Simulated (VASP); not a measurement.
# Fe (P6_3/mmc) in VASP: relaxation of cell and atoms with PBE

Aim: the relaxation of cell and atoms of Fe with PBE.

All numbers are computed with VASP 6.6.1; they aren't measurements. Logs are shortened: lines on timing, memory, paths and dates and some standing lists are left out, and cuts for length are marked.

### Step 1. The cell of the first run

It takes space group P6_3/mmc (No. 194, hexagonal). Conventional cell: a = 2.462 Å, b = 2.462 Å, c = 3.884 Å, α = 90.00°, β = 90.00°, γ = 120.00°. Within 3.2 Å of Fe (site symmetry -6m2) lie 12 Fe at 2.41 to 2.46 Å.

This isn't the form of Fe at room conditions, which is bcc.

### Step 2. Relaxation of cell and atoms, PBE

Contents of INCAR:

```
PREC = Accurate
ENCUT = 600
EDIFF = 1E-7
ISMEAR = 0
SIGMA = 0.1
LREAL = False
LASPH = True
NELM = 120
ALGO = Normal
ISIF = 3
LWAVE = False
LCHARG = False
GGA = PE
IBRION = 2
NSW = 100
EDIFFG = -0.01
GGA_COMPAT = False
NELMIN = 4
```

Contents of KPOINTS:

```
regular mesh
0
Gamma
  27 27 14
```

Contents of POSCAR:

```
Fe
1.0
    2.4615054848      0.0000000000      0.0000000000
   -1.2307527424      2.1317262814      0.0000000000
    0.0000000000      0.0000000000      3.8836968631
Fe
2
Direct
    0.3333333333      0.6666666667      0.2500000000
    0.6666666667      0.3333333333      0.7500000000
```

Potentials or basis: VASP PAW PBE potentials, release 64 (Fe).

Started as:

```bash
> cat potpaw_PBE.64/Fe/POTCAR > POTCAR
> mpirun -np 1 vasp_std > vasp.out
```

OUTCAR:

```text
PREC = Accurate
   ENCUT = 600
   EDIFF = 1E-7
   ISMEAR = 0
   LREAL = False
   LASPH = True
   NELM = 120
   ISIF = 3
   GGA = PE
   IBRION = 2
   NSW = 100
   EDIFFG = -0.01
   NELMIN = 4

 ion  position               nearest neighbor table
   1  0.333  0.667  0.250-   2 2.41   2 2.41   2 2.41   2 2.41   2 2.41   2 2.41
   2  0.667  0.333  0.750-   1 2.41   1 2.41   1 2.41   1 2.41   1 2.41   1 2.41

  LATTYP: Found a hexagonal cell.
 ALAT       =     2.4615054848
 C/A-ratio  =     1.5777729877

  Lattice vectors:

 A1 = (   2.4615054848,   0.0000000000,   0.0000000000)
 A2 = (  -1.2307527424,   2.1317262814,   0.0000000000)
 A3 = (   0.0000000000,   0.0000000000,   3.8836968631)

Analysis of symmetry for initial positions (statically):
=====================================================================
 Subroutine PRICEL returns:
 Original cell was already a primitive cell.

 Routine SETGRP: Setting up the symmetry group for a
 hexagonal supercell.

 Subroutine GETGRP returns: Found 24 space group operations
 (whereof 12 operations were pure point group operations)
 out of a pool of 24 trial point group operations.

The static configuration has the point symmetry D_3d.
 The point group associated with its full space group is D_6h.

Analysis of symmetry for dynamics (positions and initial velocities):
=====================================================================
 Subroutine PRICEL returns:
 Original cell was already a primitive cell.

 Routine SETGRP: Setting up the symmetry group for a
 hexagonal supercell.

 Subroutine GETGRP returns: Found 24 space group operations
 (whereof 12 operations were pure point group operations)
 out of a pool of 24 trial point group operations.

The dynamic configuration has the point symmetry D_3d.
 The point group associated with its full space group is D_6h.

 Subroutine INISYM returns: Found 24 space group operations
 (whereof 12 operations are pure point group operations),
 and found     1 'primitive' translations

----------------------------------------------------------------------------------------

                                     Primitive cell

  volume of cell :      20.3788

  direct lattice vectors                    reciprocal lattice vectors
     2.461505485  0.000000000  0.000000000     0.406255443  0.234551689  0.000000000
    -1.230752742  2.131726281  0.000000000     0.000000000  0.469103378  0.000000000
     0.000000000  0.000000000  3.883696863     0.000000000  0.000000000  0.257486626

  length of vectors
     2.461505485  2.461505485  3.883696863     0.469103378  0.469103378  0.257486626

  position of ions in fractional coordinates (direct lattice)
     0.333333333  0.666666667  0.250000000
     0.666666667  0.333333333  0.750000000

  ion indices of the primitive-cell ions
   primitive index   ion index
                 1           1
                 2           2

----------------------------------------------------------------------------------------

 KPOINTS: regular mesh

Automatic generation of k-mesh.
 Grid dimensions read from file:
 generate k-points for:   27   27   14

 Generating k-lattice:

  Cartesian coordinates                     Fractional coordinates (reciprocal lattice)
     0.015046498  0.008687100  0.000000000     0.037037037  0.000000000  0.000000000
     0.000000000  0.017374199  0.000000000     0.000000000  0.037037037  0.000000000
     0.000000000  0.000000000  0.018391902     0.000000000  0.000000000  0.071428571

  Length of vectors
     0.017374199  0.017374199  0.018391902

  Shift w.r.t. Gamma in fractional coordinates (k-lattice)
     0.000000000  0.000000000  0.000000000

 Subroutine IBZKPT returns following result:
 ===========================================

 Found    600 irreducible k-points:

 Following reciprocal coordinates:
            Coordinates               Weight
  0.000000  0.000000  0.000000      1.000000
  0.037037  0.000000  0.000000      6.000000
  0.074074  0.000000  0.000000      6.000000
  0.111111  0.000000  0.000000      6.000000
  0.148148  0.000000  0.000000      6.000000
  0.185185 -0.000000  0.000000      6.000000
[... 16 lines left out ...]
  0.333333  0.037037  0.000000     12.000000
  0.370370  0.037037  0.000000     12.000000
 [... further k-points ...]
   k-points           NKPTS =    600   k-points in BZ     NKDIM =    600   number of bands    NBANDS=     12
   number of dos      NEDOS =    301   number of ions     NIONS =      2
   total plane-waves  NPLWV =  12800
   dimension x,y,z NGX =    20 NGY =   20 NGZ =   32
   dimension x,y,z NGXF=    40 NGYF=   40 NGZF=   64
   ions per type =               2
   NGX,Y,Z   is equivalent  to a cutoff of  13.51, 13.51, 13.70 a.u.
   NGXF,Y,Z  is equivalent  to a cutoff of  27.02, 27.02, 27.40 a.u.
 SYSTEM =  unknown system
   PREC   = accura    normal or accurate (medium, high low for compatibility)
   ISTART =      0    job   : 0-new  1-cont  2-samecut
   ICHARG =      2    charge: 1-file 2-atom 10-const
   ISPIN  =      1    spin polarized calculation?
   LNONCOLLINEAR =      F non collinear calculations
   LSORBIT =      F    spin-orbit coupling
   LASPH  =      T    aspherical Exc in radial PAW
   ENCUT  =  600.0 eV  44.10 Ry    6.64 a.u.   4.92  4.92  7.76*2*pi/ulx,y,z
   NELM   =    120;   NELMIN=  4; NELMDL= -5     # of ELM steps
   EDIFF  = 0.1E-06   stopping-criterion for ELM
   LREAL  =      F    real-space projection
   EDIFFG = -.1E-01   stopping-criterion for IOM
   NSW    =    100    number of steps for IOM
   IBRION =      2    ionic relax: 0-MD 1-quasi-New 2-CG
   NFREE  =      1    steps in history (QN), initial steepest desc. (CG)
   ISIF   =      3    stress and relaxation
   ISYM   =      2    0-nonsym 1-usesym 2-fastsym
   POTIM  = 0.5000    time-step for ionic-motion
   TEBEG  =    0.0;   TEEND  =   0.0 temperature during run
   PSTRESS=    0.0 pullay stress
   NELECT =      16.0000    total number of electrons
   NUPDOWN=      -1.0000    fix difference up-down
   EMIN   =  10.00;   EMAX   =-10.00  energy-range for DOS
   EFERMI =   0.00;   METHOD = LEGACY
   ISMEAR =     0;   SIGMA  =   0.10  broadening in eV -4-tet -1-fermi 0-gaus
   EFERMI_NEDOS =   21; number of points for ismear=-14 and -15
   IALGO  =     38    algorithm
   IMIX   =      4    mixing-type and parameters
     AMIX     =   0.40;   BMIX     =  1.00
     AMIX_MAG =   1.60;   BMIX_MAG =  1.00
  volume/ion in A,a.u.               =      10.19        68.76
  Fermi-wavevector in a.u.,A,eV,Ry     =   1.510274  2.854003 31.033888  2.280926
  Thomas-Fermi vector in A             =   2.620485
   LORBIT       =      0    0 simple, 1 ext, 2 COOP (PROOUT), +10 PAW based schemes
   GGA     = PE    functional components
   LHFCALC =     F    Hartree Fock is set to
   AEXX    =    0.0000 exact exchange contribution
   IVDW    =     0    specifies the selected vdW correction
   LEPSILON=     F    determine dielectric tensor
   LRPA    =     F    only Hartree local field effects (RPA)
 conjugate gradient relaxation of ions
 non-spin polarized calculation
 Gauss-broadening in eV      SIGMA  =   0.10
  energy-cutoff  :      600.00
  volume of cell :       20.38
 maximum number of plane-waves:       699
 NGX is ok and might be reduce to    20
   NGX =  9   NGY =  9   NGZ = 15

--------------------------------------- Ionic step        1  -------------------------------------------

 number of electron      15.9999994 magnetization

 Free energy of the ion-electron system (eV)
  ---------------------------------------------------
  ext. energy  EPLUGINS =         0.00000000
  ---------------------------------------------------
  free energy    TOTEN  =       -16.31286359 eV

  energy without entropy =      -16.29957778  energy(sigma->0) =      -16.30622069

------------------------ aborting loop because EDIFF is reached ----------------------------------------

  FORCE on cell =-STRESS in cart. coord.  units (eV):
  Direction    XX          YY          ZZ          XY          YZ          ZX
  --------------------------------------------------------------------------------------
  -------------------------------------------------------------------------------------
  Total       -0.0854404     -0.0854404     -0.0064428     -0.0000000      0.0000000      0.0000000
  in kB       -6.7173256     -6.7173256     -0.5065340     -0.0000000      0.0000000      0.0000000
  external PRESSURE =      -4.6470618 kB  Pullay stress =       0.0000000 kB
[... 129 lines left out ...]
  energy  without entropy=      -16.2996802105  energy(sigma->0) =      -16.30631489

--------------------------------------- Ionic step        5  -------------------------------------------

 number of electron      15.9999994 magnetization

 Free energy of the ion-electron system (eV)
  ---------------------------------------------------
  ext. energy  EPLUGINS =         0.00000000
  ---------------------------------------------------
  free energy    TOTEN  =       -16.31295616 eV

  energy without entropy =      -16.29966092  energy(sigma->0) =      -16.30630854

 E-fermi :   6.9235     XC(G=0): -13.8017

 val. band max:        6.9233277348   @ k =   0.2963   0.2963   0.2857
 cond. band min:       6.9240886121   @ k =   0.4444   0.0370   0.5000
 fundamental gap:      0.0007608773
 Fermi energy:         6.9235220505

 k-point     1 :       0.0000    0.0000    0.0000
  band No.  band energies     occupation
      1      -1.9995      2.00000
      2       1.9851      2.00000
      3       5.2686      2.00000
      4       5.2686      2.00000
      5       5.3997      2.00000
      6       5.7349      2.00000
      7       5.7349      2.00000
      8       6.0751      2.00000
      9       6.0751      2.00000
     10       7.4711      0.00000
     11       7.6328      0.00000
     12       7.6328      0.00000
[... 331 lines left out ...]
 k-point    24 :       0.3704    0.0370    0.0000
  band No.  band energies     occupation
      1       1.9531      2.00000
      2       2.6956      2.00000
      3       3.0105      2.00000
      4       4.4672      2.00000
      5       5.0535      2.00000
      6       5.4909      2.00000
      7       5.6806      2.00000
      8       7.4456      0.00000
      9       7.5546      0.00000
     10       7.9682      0.00000
     11       8.1596      0.00000
     12      14.2574      0.00000

 [... further k-points ...]

------------------------ aborting loop because EDIFF is reached ----------------------------------------

  FORCE on cell =-STRESS in cart. coord.  units (eV):
  Direction    XX          YY          ZZ          XY          YZ          ZX
  --------------------------------------------------------------------------------------
  -------------------------------------------------------------------------------------
  Total        0.0011192      0.0011192     -0.0121889     -0.0000000      0.0000000     -0.0000000
  in kB        0.0881286      0.0881286     -0.9597982     -0.0000000      0.0000000     -0.0000000
  external PRESSURE =      -0.2611804 kB  Pullay stress =       0.0000000 kB
[... 17 lines left out ...]
  FREE ENERGIE OF THE ION-ELECTRON SYSTEM (eV)
  ---------------------------------------------------
  free  energy   TOTEN  =       -16.3129561595 eV

  energy  without entropy=      -16.2996609195  energy(sigma->0) =      -16.30630854

 reached required accuracy - stopping structural energy minimisation
```

It took 5.6 min on 1 thread of Oxide Virtual Turin-like, shared host; peak memory 0.25 GiB.

What came out:

```yaml
Free_energy: -16.3130 eV
Relaxed_volume: 10.17 Å³/atom
Relaxed_cell: a = 2.459 Å, b = 2.459 Å, c = 3.886 Å, α = 90.00°, β = 90.00°, γ = 120.00°
Space_group_after_relaxing_to_0.1_Å: P6_3/mmc (No. 194)
Energy_gained_by_relaxing: 0.0 meV/atom
Ionic_steps: 5
Pressure_after_relaxing: 0.0 GPa
Band_gap_on_the_k_mesh: zero (bands 8 and 9 overlap by 1.91 eV)
```

Final structure:
```
Fe
1.0
     2.45879    0.00000    0.00000
    -1.22939    2.12937    0.00000
     0.00000    0.00000    3.88618
Fe
2
Direct
  0.33333 0.66667 0.25000
  0.66667 0.33333 0.75000
```

Caveat: the run has no spin polarisation, though such a crystal can be magnetic. Spin polarisation is off, so any magnetic state and its effect on volume and gap are missing.
